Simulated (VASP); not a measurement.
# AlN in VASP: notebook

The runs below take AlN through single point, with PBEsol.

Everything below comes from runs of VASP 6.6.1. Logs are shortened: lines on timing, memory, paths and dates and some standing lists are left out, and cuts for length are marked.

### Step 1. The cell of the first run

It takes space group Fm-3m (No. 225, cubic). The conventional cell has a = 4.072 Å, b = 4.072 Å, c = 4.072 Å, α = 90.00°, β = 90.00°, γ = 90.00°. Al (site symmetry m-3m) has 6 N at 2.04 Å within 2.7 Å. N (site symmetry m-3m) has 6 Al at 2.04 Å within 2.7 Å.

### Step 2. Single point, PBEsol (8.44 Å³/atom)

INCAR reads:

```
ALGO = Normal
EDIFF = 1E-6
ENCUT = 520
GGA = PS
ISIF = 2
ISMEAR = 0
LASPH = True
LCHARG = True
LELF = True
LREAL = False
LVHAR = True
LWAVE = False
NBANDS = 11
NELM = 80
PREC = Accurate
SIGMA = 0.05
```

KPOINTS reads:

```
k-points
0
Gamma
  14 14 14
```

POSCAR reads:

```
AlN
1.0
    0.0000000000      2.0360098355      2.0360098355
    2.0360098355      0.0000000000      2.0360098355
    2.0360098355      2.0360098355      0.0000000000
Al N
1 1
Direct
    0.0000000000      0.0000000000      0.0000000000
    0.5000000000      0.5000000000      0.5000000000
```

Potentials or basis: VASP PAW PBE potentials, release 64 (Al, N).

The run is started by

```
$ cat potpaw_PBE.64/Al/POTCAR potpaw_PBE.64/N/POTCAR > POTCAR
$ mpirun -np 1 vasp_std > vasp.out
```

OUTCAR:

```text
EDIFF = 1E-6
   ENCUT = 520
   GGA = PS
   ISIF = 2
   ISMEAR = 0
   LASPH = True
   LREAL = False
   NELM = 80
   PREC = Accurate

 ion  position               nearest neighbor table
   1  0.000  0.000  0.000-   2 2.04   2 2.04   2 2.04   2 2.04   2 2.04   2 2.04
   2  0.500  0.500  0.500-   1 2.04   1 2.04   1 2.04   1 2.04   1 2.04   1 2.04

  LATTYP: Found a face centered cubic cell.
 ALAT       =     4.0720196710

  Lattice vectors:

 A1 = (   0.0000000000,   2.0360098355,   2.0360098355)
 A2 = (   2.0360098355,   0.0000000000,   2.0360098355)
 A3 = (   2.0360098355,   2.0360098355,   0.0000000000)

Analysis of symmetry for initial positions (statically):
=====================================================================
 Subroutine PRICEL returns:
 Original cell was already a primitive cell.

 Routine SETGRP: Setting up the symmetry group for a
 face centered cubic supercell.

 Subroutine GETGRP returns: Found 48 space group operations
 (whereof 48 operations were pure point group operations)
 out of a pool of 48 trial point group operations.

The static configuration has the point symmetry O_h .

Analysis of symmetry for dynamics (positions and initial velocities):
=====================================================================
 Subroutine PRICEL returns:
 Original cell was already a primitive cell.

 Routine SETGRP: Setting up the symmetry group for a
 face centered cubic supercell.

 Subroutine GETGRP returns: Found 48 space group operations
 (whereof 48 operations were pure point group operations)
 out of a pool of 48 trial point group operations.

The dynamic configuration has the point symmetry O_h .

 Subroutine INISYM returns: Found 48 space group operations
 (whereof 48 operations are pure point group operations),
 and found     1 'primitive' translations

----------------------------------------------------------------------------------------

                                     Primitive cell

  volume of cell :      16.8799

  direct lattice vectors                    reciprocal lattice vectors
     0.000000000  2.036009835  2.036009835    -0.245578381  0.245578381  0.245578381
     2.036009835  0.000000000  2.036009835     0.245578381 -0.245578381  0.245578381
     2.036009835  2.036009835  0.000000000     0.245578381  0.245578381 -0.245578381

  length of vectors
     2.879352722  2.879352722  2.879352722     0.425354234  0.425354234  0.425354234

  position of ions in fractional coordinates (direct lattice)
     0.000000000  0.000000000  0.000000000
     0.500000000  0.500000000  0.500000000

  ion indices of the primitive-cell ions
   primitive index   ion index
                 1           1
                 2           2

----------------------------------------------------------------------------------------

 KPOINTS: k-points

Automatic generation of k-mesh.
 Grid dimensions read from file:
 generate k-points for:   14   14   14

 Generating k-lattice:

  Cartesian coordinates                     Fractional coordinates (reciprocal lattice)
    -0.017541313  0.017541313  0.017541313     0.071428571  0.000000000  0.000000000
     0.017541313 -0.017541313  0.017541313     0.000000000  0.071428571  0.000000000
     0.017541313  0.017541313 -0.017541313     0.000000000  0.000000000  0.071428571

  Length of vectors
     0.030382445  0.030382445  0.030382445

  Shift w.r.t. Gamma in fractional coordinates (k-lattice)
     0.000000000  0.000000000  0.000000000

 Subroutine IBZKPT returns following result:
 ===========================================

 Found    104 irreducible k-points:

 Following reciprocal coordinates:
            Coordinates               Weight
  0.000000  0.000000  0.000000      1.000000
  0.071429  0.000000  0.000000      8.000000
  0.142857  0.000000  0.000000      8.000000
  0.214286  0.000000  0.000000      8.000000
  0.285714  0.000000  0.000000      8.000000
  0.357143  0.000000  0.000000      8.000000
[... 16 lines left out ...]
  0.214286  0.142857  0.000000     24.000000
  0.285714  0.142857  0.000000     24.000000
 [... further k-points ...]
   k-points           NKPTS =    104   k-points in BZ     NKDIM =    104   number of bands    NBANDS=     11
   number of dos      NEDOS =    301   number of ions     NIONS =      2
   total plane-waves  NPLWV =  13824
   dimension x,y,z NGX =    24 NGY =   24 NGZ =   24
   dimension x,y,z NGXF=    48 NGYF=   48 NGZF=   48
   ions per type =               1   1
   NGX,Y,Z   is equivalent  to a cutoff of  13.86, 13.86, 13.86 a.u.
   NGXF,Y,Z  is equivalent  to a cutoff of  27.71, 27.71, 27.71 a.u.
 SYSTEM =  unknown system
   PREC   = accura    normal or accurate (medium, high low for compatibility)
   ISTART =      0    job   : 0-new  1-cont  2-samecut
   ICHARG =      2    charge: 1-file 2-atom 10-const
   ISPIN  =      1    spin polarized calculation?
   LNONCOLLINEAR =      F non collinear calculations
   LSORBIT =      F    spin-orbit coupling
[... 63 lines left out ...]
      3       9.6131      2.00000
      4       9.6131      2.00000
      5      14.9808      0.00000
      6      21.5720      0.00000
      7      21.5720      0.00000
      8      21.5720      0.00000
      9      26.5935      0.00000
     10      27.1464      0.00000
     11      27.1464      0.00000

 k-point     2 :       0.0714    0.0000    0.0000
  band No.  band energies     occupation
      1      -7.6411      2.00000
      2       9.0568      2.00000
      3       9.5505      2.00000
      4       9.5505      2.00000
      5      15.3468      0.00000
      6      21.0137      0.00000
      7      21.7326      0.00000
      8      21.7326      0.00000
      9      25.9935      0.00000
     10      25.9935      0.00000
     11      27.3727      0.00000

 k-point     3 :       0.1429    0.0000    0.0000
  band No.  band energies     occupation
      1      -7.3350      2.00000
      2       7.7430      2.00000
      3       9.3825      2.00000
      4       9.3825      2.00000
      5      16.0069      0.00000
      6      20.2560      0.00000
      7      22.0411      0.00000
      8      22.0411      0.00000
      9      25.0034      0.00000
     10      25.0034      0.00000
     11      27.2327      0.00000

 k-point     4 :       0.2143    0.0000    0.0000
  band No.  band energies     occupation
      1      -6.8414      2.00000
      2       6.1307      2.00000
      3       9.1566      2.00000
      4       9.1566      2.00000
      5      16.2929      0.00000
      6      20.2039      0.00000
      7      21.9337      0.00000
      8      21.9337      0.00000
      9      25.0606      0.00000
     10      25.0606      0.00000
     11      26.6581      0.00000

 k-point     5 :       0.2857    0.0000    0.0000
  band No.  band energies     occupation
      1      -6.1941      2.00000
      2       4.4784      2.00000
      3       8.9255      2.00000
      4       8.9255      2.00000
      5      16.1058      0.00000
      6      20.8701      0.00000
      7      21.3750      0.00000
      8      21.3750      0.00000
      9      26.0726      0.00000
     10      26.1437      0.00000
     11      26.1437      0.00000
[... 211 lines left out ...]
 k-point    21 :      -0.0714    0.0714    0.0000
  band No.  band energies     occupation
      1      -7.4702      2.00000
      2       8.4058      2.00000
      3       9.2061      2.00000
      4       9.5518      2.00000
      5      15.8311      0.00000
      6      20.3539      0.00000
      7      21.9338      0.00000
      8      22.0420      0.00000
      9      24.5566      0.00000
     10      25.9271      0.00000
     11      27.9730      0.00000

 k-point    22 :       0.1429    0.1429    0.0000
  band No.  band energies     occupation
      1      -7.2002      2.00000
      2       7.9148      2.00000
      3       8.9275      2.00000
      4       8.9275      2.00000
      5      16.5425      0.00000
      6      19.0669      0.00000
      7      22.3236      0.00000
      8      22.6919      0.00000
      9      22.6919      0.00000
     10      27.7929      0.00000
     11      29.2220      0.00000

 k-point    23 :       0.2143    0.1429    0.0000
  band No.  band energies     occupation
      1      -6.8387      2.00000
      2       6.8955      2.00000
      3       8.6361      2.00000
      4       8.6823      2.00000
      5      17.0617      0.00000
      6      18.4973      0.00000
      7      21.1789      0.00000
      8      23.0491      0.00000
      9      23.4115      0.00000
     10      27.5983      0.00000
     11      29.2936      0.00000

 k-point    24 :       0.2857    0.1429    0.0000
  band No.  band energies     occupation
      1      -6.3049      2.00000
      2       5.5242      2.00000
      3       8.3536      2.00000
      4       8.3824      2.00000
      5      17.1183      0.00000
      6      18.8228      0.00000
      7      20.2660      0.00000
      8      22.9175      0.00000
      9      24.3494      0.00000
     10      27.9528      0.00000
     11      29.0054      0.00000

 [... further k-points ...]

------------------------ aborting loop because EDIFF is reached ----------------------------------------

  FORCE on cell =-STRESS in cart. coord.  units (eV):
  Direction    XX          YY          ZZ          XY          YZ          ZX
  --------------------------------------------------------------------------------------
  -------------------------------------------------------------------------------------
  Total       -0.5370823     -0.5370823     -0.5370823     -0.0000000      0.0000000      0.0000000
  in kB      -50.9778816    -50.9778816    -50.9778816     -0.0000000      0.0000000      0.0000000
  external PRESSURE =     -50.9778816 kB  Pullay stress =       0.0000000 kB

 VOLUME and BASIS-vectors are now :
 -----------------------------------------------------------------------------
  energy-cutoff  :      520.00
  volume of cell :       16.88
      direct lattice vectors                 reciprocal lattice vectors
     0.000000000  2.036009835  2.036009835    -0.245578381  0.245578381  0.245578381
     2.036009835  0.000000000  2.036009835     0.245578381 -0.245578381  0.245578381
     2.036009835  2.036009835  0.000000000     0.245578381  0.245578381 -0.245578381

 POSITION                                       TOTAL-FORCE (eV/Angst)
 -----------------------------------------------------------------------------------
      0.00000      0.00000      0.00000         0.000000     -0.000000     -0.000000
      2.03601      2.03601      2.03601        -0.000000      0.000000      0.000000
 -----------------------------------------------------------------------------------
    total drift:                               -0.000000     -0.000000      0.000000

  FREE ENERGIE OF THE ION-ELECTRON SYSTEM (eV)
  ---------------------------------------------------
  free  energy   TOTEN  =       -15.4437424876 eV

  energy  without entropy=      -15.4437424876  energy(sigma->0) =      -15.44374249
```

Run time: 18 s. Hardware: 1 thread of Intel Xeon 8259CL, shared host; peak memory 0.14 GiB.

Results:

* Free energy: -15.4437 eV
* Pressure: -5.1 GPa
* Band gap on the k mesh: 4.35 eV (least direct gap 5.37 eV)

Levels at points of the mesh, in eV from the valence-band top:
```
           k point  band 2  band 3  band 4  band 5  band 6  band 7
(0.00, 0.00, 0.00)    0.00    0.00    0.00    5.37   11.96   11.96
(0.50, 0.00, 0.00)   -8.23   -1.05   -1.05    5.91   10.73   10.73
(0.50, 0.50, 0.00)   -7.31   -2.77   -2.77    4.35    5.17   13.71
```

Caveat: the cell stands under tension; the PAW data sets were made with another functional, which shifts forces and pressure a little.

### Step 3. Single point, PBEsol (8.69 Å³/atom)

This run uses another cell than the first one, of 8.69 Å³/atom.

INCAR reads:

```
SYSTEM = AlN
PREC = Accurate ; ENCUT = 520
EDIFF = 1E-6 ; ISMEAR = 0
SIGMA = 0.05 ; LREAL = .FALSE.
LASPH = .TRUE. ; NELM = 80
ALGO = Normal ; ISIF = 2
LWAVE = .FALSE. ; LCHARG = .TRUE.
GGA = PS ; LELF = .TRUE.
LVHAR = .TRUE. ; NBANDS = 11
```

KPOINTS reads:

```
Automatic mesh
0
G
  14 14 14
  0 0 0
```

POSCAR reads:

```
AlN
1.0
    0.0000000000      2.0558867167      2.0558867167
    2.0558867167      0.0000000000      2.0558867167
    2.0558867167      2.0558867167      0.0000000000
Al N
1 1
Direct
    0.0000000000      0.0000000000      0.0000000000
    0.5000000000      0.5000000000      0.5000000000
```

Potentials or basis: VASP PAW PBE potentials, release 64 (Al, N).

The run is started by

```
$ cat potpaw_PBE.64/Al/POTCAR potpaw_PBE.64/N/POTCAR > POTCAR
$ mpirun -np 1 vasp_std > vasp.out
```

Run time: 19 s. Hardware: 1 thread of Intel Xeon 8259CL, shared host; peak memory 0.14 GiB.

The run converged. Its results:

- Free energy: -15.4176 eV
- Pressure: -11.8 GPa
- Band gap on the k mesh: 4.09 eV (least direct gap 4.96 eV)

Levels at points of the mesh, in eV from the valence-band top:
| k point | band 2 | band 3 | band 4 | band 5 | band 6 | band 7 |
| --- | --- | --- | --- | --- | --- | --- |
| (0.00, 0.00, 0.00) | 0.00 | 0.00 | 0.00 | 4.96 | 11.87 | 11.87 |
| (0.50, 0.00, 0.00) | -8.05 | -1.00 | -1.00 | 5.73 | 10.51 | 10.51 |
| (0.50, 0.50, 0.00) | -7.11 | -2.69 | -2.69 | 4.09 | 5.22 | 13.36 |

Caveat: the cell stands under tension; the PAW data sets were made with another functional, which shifts forces and pressure a little. A k mesh can miss the band edges.

### Step 4. Single point, PBEsol (8.61 Å³/atom)

This run uses another cell than the first one, of 8.61 Å³/atom.

INCAR reads:

```
SYSTEM = AlN
ALGO     = Normal         ! electronic algorithm
EDIFF    = 1E-7           ! SCF threshold, eV
ENCUT    = 520            ! plane-wave cutoff, eV
GGA      = PS             ! functional
ISIF     = 2              ! what is computed and relaxed
ISMEAR   = 0              ! smearing method
LASPH    = .True.         ! aspherical terms in the spheres
LCHARG   = .True.         ! write CHGCAR
LELF     = .True.         ! ELF
LREAL    = .False.        ! projectors in reciprocal space
LVHAR    = .True.       
LWAVE    = .False.        ! write WAVECAR
NBANDS   = 11             ! bands
NELM     = 60             ! most SCF steps
PREC     = Accurate       ! precision mode
SIGMA    = 0.05           ! smearing width, eV
```

KPOINTS reads:

```
k-points
0
Gamma
  14 14 14
  0 0 0
```

POSCAR reads:

```
AlN
1.0
    0.0000000000      2.0492310490      2.0492310490
    2.0492310490      0.0000000000      2.0492310490
    2.0492310490      2.0492310490      0.0000000000
Al N
1 1
Direct
    0.0000000000      0.0000000000      0.0000000000
    0.5000000000      0.5000000000      0.5000000000
```

The run is started by

```
$ cat potpaw_PBE.64/Al/POTCAR potpaw_PBE.64/N/POTCAR > POTCAR
$ mpirun -np 1 vasp_std > vasp.out
```

Run time: 24 s. Hardware: 1 thread of Intel Xeon 8259CL, shared host; peak memory 0.14 GiB.

Results (log left out):

| Item | Value |
| --- | --- |
| Free energy | -15.4287 eV |
| Pressure | -9.6 GPa |
| Band gap on the k mesh | 4.17 eV (least direct gap 5.10 eV) |

Levels at points of the mesh, in eV from the valence-band top:
| k point | band 1 | band 2 | band 3 | band 4 | band 5 | band 6 | band 7 | band 8 |
| --- | --- | --- | --- | --- | --- | --- | --- | --- |
| (0.00, 0.00, 0.00) | -17.18 | 0.00 | 0.00 | 0.00 | 5.10 | 11.90 | 11.90 | 11.90 |
| (0.50, 0.00, 0.00) | -14.04 | -8.11 | -1.02 | -1.02 | 5.79 | 10.58 | 10.58 | 12.65 |
| (0.50, 0.50, 0.00) | -13.10 | -7.18 | -2.72 | -2.72 | 4.17 | 5.21 | 13.48 | 16.53 |

Caveat: the cell stands under tension; the PAW data sets were made with another functional, which shifts forces and pressure a little.

### Step 5. Single point, PBEsol

This run uses another cell than the first one, of 8.11 Å³/atom.

INCAR reads:

```
ALGO = Normal ; EDIFF = 1E-7
ENCUT = 520 ; GGA = PS
ISIF = 2 ; ISMEAR = 0
LASPH = T ; LCHARG = F
LREAL = F ; LWAVE = F
NBANDS = 11 ; NELM = 60
PREC = Accurate ; SIGMA = 0.05
```

KPOINTS reads:

```
k-points
0
Gamma
  14 14 14
```

POSCAR reads:

```
AlN
1.0
    0.0000000000      2.0226146461      1.9821623532
    2.0226146461      0.0000000000      1.9821623532
    2.0226146461      2.0226146461      0.0000000000
Al N
1 1
Direct
    0.0000000000      0.0000000000      0.0000000000
    0.5000000000      0.5000000000      0.5000000000
```

The run is started by

```
$ cat potpaw_PBE.64/Al/POTCAR potpaw_PBE.64/N/POTCAR > POTCAR
$ mpirun -np 1 vasp_std > vasp.out
```

Run time: 51 s. Hardware: 1 thread of Intel Xeon 8259CL, shared host; peak memory 0.17 GiB.

The run converged. Its results:

```yaml
Free_energy: -15.4387 eV
Pressure: 5.7 GPa
Band_gap_on_the_k_mesh: 4.57 eV (least direct gap 5.89 eV)
```

Stress tensor (GPa, compression positive):
```
 3.40  0.00  0.00
 0.00  3.40  0.00
 0.00  0.00 10.17
```

Levels at points of the mesh, in eV from the valence-band top:
```
           k point  band 1  band 2  band 3  band 4  band 5  band 6  band 7  band 8
(0.00, 0.00, 0.00)  -17.77   -0.15    0.00    0.00    5.89   11.95   11.95   12.22
(0.50, 0.00, 0.00)  -14.39   -8.54   -1.22   -1.14    6.10   10.78   11.27   13.48
(0.50, 0.50, 0.00)  -13.26   -7.56   -3.02   -3.02    4.57    4.93   14.32   17.27
(0.50, 0.00, 0.50)  -13.43   -7.66   -3.00   -2.74    4.76    5.13   14.06   17.14
```

Caveat: the cell stands under pressure; the PAW data sets were made with another functional, which shifts forces and pressure a little. A k mesh can miss the band edges.

### Step 6. Overview

| cell | gap on the mesh (eV) | pressure (GPa) |
| --- | --- | --- |
| a = 2.879 Å, angles 60.0°, 2 atoms | 4.35 | -5.1 |
| a = 2.907 Å, angles 60.0°, 2 atoms | 4.09 | -11.8 |
| a = 2.898 Å, angles 60.0°, 2 atoms | 4.17 | -9.6 |
| a = 2.832, b = 2.832, c = 2.860 Å, angles 59.7, 59.7, 60.7°, 2 atoms | 4.57 | 5.7 |

Alike in all rows: task single point; level PBEsol; potentials or basis VASP PAW PBE potentials, release 64 (Al, N); no spin polarisation; k mesh 14 × 14 × 14; cutoff (eV) 520; smearing gaussian 0.05 eV.

Caveats: the PAW data sets were made with another functional, which shifts forces and pressure a little; the cell stands under tension (at least some runs); the cell stands under pressure (at least some runs).

Total energies depend on the potentials used, so only differences within one code and one set of settings carry meaning.
